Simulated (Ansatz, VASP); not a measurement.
Co in VASP and in Ansatz

Contents of POSCAR:

```
Co
1.0
    2.4873648738      0.0000000000      0.0000000000
   -1.2436824369      2.1541211692      0.0000000000
    0.0000000000      0.0000000000      4.0632895034
Co
2
Direct
    0.6666666700      0.3333333300      0.2598610000
    0.3333333300      0.6666666700      0.7401390000
```

Contents of INCAR.step1:

```
  PREC = Accurate
  ENCUT = 520
  ISMEAR = 0
  SIGMA = 0.05
  LREAL = F
  LASPH = T
  NELM = 150
  ISPIN = 2
  MAGMOM = 3 3
  LMAXMIX = 4
  NBANDS = 20
  GGA = PE
  ALGO = Normal
  EDIFF = 1E-4
  LWAVE = T
  LCHARG = F
```

Contents of INCAR.step2:

```
  PREC = Accurate
  ENCUT = 520
  EDIFF = 1E-6
  ISMEAR = 0
  SIGMA = 0.05
  LREAL = F
  LASPH = T
  NELM = 150
  ALGO = Normal
  ISIF = 2
  LWAVE = F
  LCHARG = F
  ISPIN = 2
  MAGMOM = 3 3
  LORBIT = 11
  LMAXMIX = 4
  METAGGA = R2SCAN
  LMIXTAU = T
  NBANDS = 20
  ISTART = 1
```

Contents of KPOINTS:

```
Automatic mesh
0
Gamma
  15 15 8
```

Input for Ansatz:

```yaml
crystal:
  lattice:
    - [2.4873648738, 0.0, 0.0]
    - [-1.2436824369, 2.1541211692, 0.0]
    - [0.0, 0.0, 4.0632895034]
  atoms:
    - { symbol: Co, position: [0.66666667, 0.33333333, 0.259861], spin: 3.0 }
    - { symbol: Co, position: [0.33333333, 0.66666667, 0.740139], spin: 3.0 }
magnetization:
  spin_polarized: true
basis:
  ecutwfc: 500
  fft_grid_basis: typed
kpoints:
  mp_grid: { grid: [15, 15, 8] }
hamiltonian:
  xc: r2scan
scf:
  occupations: { method: gaussian, width: 0.05 }
output:
  forces: true
  stress: true
  eigenvalues: true
  bader: true
  write_density: true
  volumetric_format: npy
  populations: true
  elf: true
```

Alike in both runs: task single point; functional r2SCAN; k mesh 15 × 15 × 8; occupations gaussian, width 0.05 eV; collinear spin.

|  | VASP | Ansatz |
| --- | --- | --- |
| version | VASP 6.6.1 | Ansatz 0.2.0 |
| potentials or method | VASP PAW PBE potentials, release 64 (Co), cutoff 520 eV | scalar-relativistic, plane waves, PAW |
| valence electrons in the cell | 18 | 34 |

Ansatz gave:

```
gap on the k mesh at the Fermi level (eV)                     : none
pressure (GPa)                                                : -3.4
traceless stress, the component that is largest in VASP (GPa) : -0.02
rms of the force components (eV/Å)                            : 0.099
net moment per atom (μB)                                      : 1.78
size of the moment on the site where the two differ most (μB) : 1.93
```

Task: Which values does VASP return?

Result: gap on the k mesh at the Fermi level (eV): none; pressure (GPa): -3.8; traceless stress, the component that is largest in VASP (GPa): 0.15; rms of the force components (eV/Å): 0.102; net moment per atom (μB): 1.76; size of the moment on the site where the two differ most (μB): 1.83.

VASP's potentials were made for PBE, not for r2SCAN. Site moments also hang on the region over which each program counts them. Atom by atom the forces differ by 0.004 eV/Å (rms over components). A gap of «none» marks a metal or a gap that the smearing closes. VASP's potentials hold 18 valence electrons a cell and Ansatz's 34, so a difference there can come from the potentials and not from the codes. Ansatz's warnings: stability check not made.
